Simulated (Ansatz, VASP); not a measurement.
## AlN in VASP and in Ansatz

The input INCAR:

```
SYSTEM = AlN
PREC = Accurate
ENCUT = 520
EDIFF = 1E-6
ISMEAR = 0
SIGMA = 0.05
LREAL = .False.
LASPH = .True.
NELM = 100
ALGO = Normal
ISIF = 2
LWAVE = .False.
LCHARG = .False.
GGA = CA
NBANDS = 16
```

KPOINTS

```
Automatic mesh
0
Gamma
  9 9 6
  0 0 0
```

Contents of POSCAR:

```
AlN
1.0
    3.1659609617      0.0000000000      0.0000000000
   -1.5829804808      2.7418026202      0.0000000000
    0.0000000000      0.0000000000      5.0673630437
Al N
2 2
Direct
    0.3269032571      0.6538065141      0.0015212672
    0.6730967429      0.3461934859      0.5015212672
    0.3390710977      0.6781421955      0.3834787328
    0.6609289023      0.3218578045      0.8834787328
```

Input for Ansatz:

```yaml
crystal:
  lattice:
    - [3.1659609617, 0.0, 0.0]
    - [-1.5829804808, 2.7418026202, 0.0]
    - [0.0, 0.0, 5.0673630437]
  atoms:
    - { symbol: Al, position: [0.3269032571, 0.6538065141, 0.0015212672] }
    - { symbol: Al, position: [0.6730967429, 0.3461934859, 0.5015212672] }
    - { symbol: "N", position: [0.3390710977, 0.6781421955, 0.3834787328] }
    - { symbol: "N", position: [0.6609289023, 0.3218578045, 0.8834787328] }
basis:
  ecutwfc: 520.0
kpoints:
  mp_grid: { grid: [9, 9, 6] }
hamiltonian:
  xc: lda
scf:
  occupations: { method: gaussian, width: 0.05 }
output:
  forces: true
  stress: true
  eigenvalues: true
```

Change from the starting cell: mode 5 frozen in at -0.034 Å, equal normal strain along x, y and z +0.0250.

Alike in both runs: task single point; functional LDA; k mesh 9 × 9 × 6; occupations gaussian, width 0.05 eV; no spin polarisation.

|  | VASP | Ansatz |
| --- | --- | --- |
| version | VASP 6.6.1 | Ansatz 0.2.0 |
| potentials or method | VASP PAW LDA potentials, release 64 (Al, N), cutoff 520 eV | scalar-relativistic, plane waves, PAW |
| valence electrons in the cell | 16 | 16 |

Ansatz gave:

| Item | Value |
| --- | --- |
| gap on the k mesh at the Fermi level (eV) | 3.76 |
| least direct gap on the mesh (eV) | 3.76 |
| pressure (GPa) | -13.6 |
| traceless stress, the component that is largest in VASP (GPa) | 0.66 |
| rms of the force components (eV/Å) | 0.090 |

Question: Which values does VASP return?

Answer: gap on the k mesh at the Fermi level (eV): 3.76; least direct gap on the mesh (eV): 3.76; pressure (GPa): -13.2; traceless stress, the component that is largest in VASP (GPa): 0.64; rms of the force components (eV/Å): 0.090.

LDA's correlation is that of Perdew and Zunger in VASP and of Perdew and Wang (1992) in Ansatz. Atom by atom the forces differ by 0.001 eV/Å (rms over components).
